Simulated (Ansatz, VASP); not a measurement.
One calculation of SiGe3, two programs

```
Si Ge
1.0
     4.01263    0.00000    0.00000
     0.00000    4.01263    0.00000
     0.00000    0.00000    5.67978
Si Ge
1 3
Direct
  0.50000 0.50000 0.50000
  0.00000 0.00000 0.00000
  0.50000 0.00000 0.74354
  0.00000 0.50000 0.25646
```

Alike in both runs: task single point; functional PBE; k mesh 10 × 10 × 6; occupations gaussian, width 0.01 eV; no spin polarisation.

```csv
,VASP,Ansatz
version,VASP 6.6.1,Ansatz 0.2.0
potentials or method,"VASP PAW PBE potentials, release 64 (Si, Ge_d), cutoff 520 eV","scalar-relativistic, plane waves, PAW"
valence electrons in the cell,46,46
```

|  | VASP | Ansatz | Ansatz less VASP |
| --- | --- | --- | --- |
| gap on the k mesh at the Fermi level (eV) | 0.16 | 0.16 | -0.003 |
| least direct gap on the mesh (eV) | 0.41 | 0.40 | -0.004 |
| pressure (GPa) | 0.0 | 0.0 | +0.05 |

The functional is the same, so the differences come from potentials, cutoffs and numerics.
